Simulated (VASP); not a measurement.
# CaF2 (gwk) (Fm-3m) in VASP: single point with PBE

Aim: the single point of CaF2 (gwk) with PBE.

Everything below comes from runs of VASP 6.6.1. Logs are shortened: lines on timing, memory, paths and dates and some standing lists are left out, and cuts for length are marked.

### Step 1. The cell of the first run

Symmetry: Fm-3m, No. 225, cubic system. Conventional cell: a = 5.421 Å, b = 5.421 Å, c = 5.421 Å, α = 90.00°, β = 90.00°, γ = 90.00°. Ca (site symmetry m-3m) has 8 F at 2.35 Å within 3.1 Å. Within 3.1 Å of F (site symmetry -43m) lie 4 Ca at 2.35 Å and 6 F at 2.71 Å.

### Step 2. Single point, PBE

The input, INCAR:

```
SYSTEM = CaF2
PREC = Accurate
ENCUT = 600
EDIFF = 1E-6
ISMEAR = 0
SIGMA = 0.01
LREAL = .False.
LASPH = .True.
NELM = 120
ALGO = Normal
ISIF = 2
LWAVE = .False.
LCHARG = .False.
GGA = PE
NBANDS = 19
GGA_COMPAT = .False.
```

The input, KPOINTS:

```
Automatic mesh
0
Gamma
  6 6 6
  0 0 0
```

The input, POSCAR:

```
CaF2
1.0
    0.0000000000      2.7103819560      2.7103819560
    2.7103819560      0.0000000000      2.7103819560
    2.7103819560      2.7103819560      0.0000000000
Ca F
1 2
Direct
    0.0000000000      0.0000000000      0.0000000000
    0.2500000000      0.2500000000      0.2500000000
    0.7500000000      0.7500000000      0.7500000000
```

Potentials or basis: VASP PAW PBE potentials, release 64 (Ca_sv, F).

Command:

```bash
$ cat potpaw_PBE.64/Ca_sv/POTCAR potpaw_PBE.64/F/POTCAR > POTCAR
$ mpirun -np 1 vasp_std > vasp.out
```

OUTCAR:

```text
SYSTEM = CaF2
   PREC = Accurate
   ENCUT = 600
   EDIFF = 1E-6
   ISMEAR = 0
   LREAL = .False.
   LASPH = .True.
   NELM = 120
   ISIF = 2
   GGA = PE

 ion  position               nearest neighbor table
   1  0.000  0.000  0.000-   2 2.35   3 2.35   3 2.35   3 2.35   3 2.35   2 2.35   2 2.35   2 2.35

   2  0.250  0.250  0.250-   1 2.35   1 2.35   1 2.35   1 2.35
   3  0.750  0.750  0.750-   1 2.35   1 2.35   1 2.35   1 2.35

  LATTYP: Found a face centered cubic cell.
 ALAT       =     5.4207639120

  Lattice vectors:

 A1 = (   0.0000000000,   2.7103819560,   2.7103819560)
 A2 = (   2.7103819560,   0.0000000000,   2.7103819560)
 A3 = (   2.7103819560,   2.7103819560,   0.0000000000)

Analysis of symmetry for initial positions (statically):
=====================================================================
 Subroutine PRICEL returns:
 Original cell was already a primitive cell.

 Routine SETGRP: Setting up the symmetry group for a
 face centered cubic supercell.

 Subroutine GETGRP returns: Found 48 space group operations
 (whereof 48 operations were pure point group operations)
 out of a pool of 48 trial point group operations.

The static configuration has the point symmetry O_h .

Analysis of symmetry for dynamics (positions and initial velocities):
=====================================================================
 Subroutine PRICEL returns:
 Original cell was already a primitive cell.

 Routine SETGRP: Setting up the symmetry group for a
 face centered cubic supercell.

 Subroutine GETGRP returns: Found 48 space group operations
 (whereof 48 operations were pure point group operations)
 out of a pool of 48 trial point group operations.

The dynamic configuration has the point symmetry O_h .

 Subroutine INISYM returns: Found 48 space group operations
 (whereof 48 operations are pure point group operations),
 and found     1 'primitive' translations

----------------------------------------------------------------------------------------

                                     Primitive cell

  volume of cell :      39.8219

  direct lattice vectors                    reciprocal lattice vectors
     0.000000000  2.710381956  2.710381956    -0.184475844  0.184475844  0.184475844
[... 75 lines left out ...]
   LSORBIT =      F    spin-orbit coupling
   LASPH  =      T    aspherical Exc in radial PAW
   ENCUT  =  600.0 eV  44.10 Ry    6.64 a.u.   7.66  7.66  7.66*2*pi/ulx,y,z
   NELM   =    120;   NELMIN=  2; NELMDL= -5     # of ELM steps
   EDIFF  = 0.1E-05   stopping-criterion for ELM
   LREAL  =      F    real-space projection
   EDIFFG = 0.1E-04   stopping-criterion for IOM
   NSW    =      0    number of steps for IOM
   IBRION =     -1    ionic relax: 0-MD 1-quasi-New 2-CG
   NFREE  =      0    steps in history (QN), initial steepest desc. (CG)
   ISIF   =      2    stress and relaxation
   ISYM   =      2    0-nonsym 1-usesym 2-fastsym
   POTIM  = 0.5000    time-step for ionic-motion
   TEBEG  =    0.0;   TEEND  =   0.0 temperature during run
   PSTRESS=    0.0 pullay stress
   NELECT =      24.0000    total number of electrons
   NUPDOWN=      -1.0000    fix difference up-down
   EMIN   =  10.00;   EMAX   =-10.00  energy-range for DOS
   EFERMI =   0.00;   METHOD = LEGACY
   ISMEAR =     0;   SIGMA  =   0.01  broadening in eV -4-tet -1-fermi 0-gaus
   EFERMI_NEDOS =   21; number of points for ismear=-14 and -15
   IALGO  =     38    algorithm
   IMIX   =      4    mixing-type and parameters
     AMIX     =   0.40;   BMIX     =  1.00
     AMIX_MAG =   1.60;   BMIX_MAG =  1.00
  volume/ion in A,a.u.               =      13.27        89.58
  Fermi-wavevector in a.u.,A,eV,Ry     =   1.382838  2.613186 26.017631  1.912242
  Thomas-Fermi vector in A             =   2.507492
   LORBIT       =      0    0 simple, 1 ext, 2 COOP (PROOUT), +10 PAW based schemes
   GGA     = PE    functional components
   LHFCALC =     F    Hartree Fock is set to
   AEXX    =    0.0000 exact exchange contribution
   IVDW    =     0    specifies the selected vdW correction
   LEPSILON=     F    determine dielectric tensor
   LRPA    =     F    only Hartree local field effects (RPA)
 non-spin polarized calculation
 Gauss-broadening in eV      SIGMA  =   0.01
  energy-cutoff  :      600.00
  volume of cell :       39.82
 maximum number of plane-waves:      1363
 NGX is ok and might be reduce to    32
   NGX = 15   NGY = 15   NGZ = 15

 number of electron      23.9999987 magnetization

 Free energy of the ion-electron system (eV)
  ---------------------------------------------------
  ext. energy  EPLUGINS =         0.00000000
  ---------------------------------------------------
  free energy    TOTEN  =       -17.31157278 eV

  energy without entropy =      -17.31157278  energy(sigma->0) =      -17.31157278

 E-fermi :  -0.8002     XC(G=0):  -9.7447

 val. band max:       -0.8480539032   @ k =   0.5000   0.5000   0.0000
 cond. band min:       6.5677269716   @ k =   0.0000   0.0000   0.0000
 fundamental gap:      7.4157808748
 Fermi energy:        -0.8001711677

 k-point     1 :       0.0000    0.0000    0.0000
  band No.  band energies     occupation
      1     -36.7633      2.00000
      2     -20.8396      2.00000
      3     -20.0328      2.00000
      4     -17.7024      2.00000
      5     -17.7024      2.00000
      6     -17.7024      2.00000
[... 329 lines left out ...]
      6     -17.1684      2.00000
[... 11 lines left out ...]
     18      13.8756      0.00000
     19      13.9860      0.00000

------------------------ aborting loop because EDIFF is reached ----------------------------------------

  FORCE on cell =-STRESS in cart. coord.  units (eV):
  Direction    XX          YY          ZZ          XY          YZ          ZX
  --------------------------------------------------------------------------------------
  -------------------------------------------------------------------------------------
  Total        1.1307130      1.1307130      1.1307130      0.0000000     -0.0000000     -0.0000000
  in kB       45.4926747     45.4926747     45.4926747      0.0000000     -0.0000000     -0.0000000
  external PRESSURE =      45.4926747 kB  Pullay stress =       0.0000000 kB

 VOLUME and BASIS-vectors are now :
 -----------------------------------------------------------------------------
  energy-cutoff  :      600.00
  volume of cell :       39.82
      direct lattice vectors                 reciprocal lattice vectors
     0.000000000  2.710381956  2.710381956    -0.184475844  0.184475844  0.184475844
     2.710381956  0.000000000  2.710381956     0.184475844 -0.184475844  0.184475844
     2.710381956  2.710381956  0.000000000     0.184475844  0.184475844 -0.184475844

 POSITION                                       TOTAL-FORCE (eV/Angst)
 -----------------------------------------------------------------------------------
      0.00000      0.00000      0.00000        -0.000000     -0.000000     -0.000000
      1.35519      1.35519      1.35519         0.000000      0.000000      0.000000
      4.06557      4.06557      4.06557        -0.000000     -0.000000     -0.000000
 -----------------------------------------------------------------------------------
    total drift:                                0.000000     -0.000000      0.000000

  FREE ENERGIE OF THE ION-ELECTRON SYSTEM (eV)
  ---------------------------------------------------
  free  energy   TOTEN  =       -17.3115727808 eV

  energy  without entropy=      -17.3115727808  energy(sigma->0) =      -17.31157278
```

stdout:

```text
POSCAR found type information on POSCAR CaF
 POSCAR found :  2 types and       3 ions
 scaLAPACK will be used
 LDA part: xc-table for (Slater+PW92), standard interpolation
 POSCAR, INCAR and KPOINTS ok, starting setup
 FFT: planning ... GRIDC
 FFT: planning ... GRID_SOFT
 FFT: planning ... GRID
 WAVECAR not read
 entering main loop
```

Wall time 12 s (1 thread of Intel Xeon Platinum 8375C at 2.90GHz (Ice Lake), shared host); peak memory 0.17 GiB.

What came out:

- Free energy: -17.3116 eV
- Pressure: 4.5 GPa
- Band gap on the k mesh: 7.42 eV, indirect (least direct gap 7.68 eV)
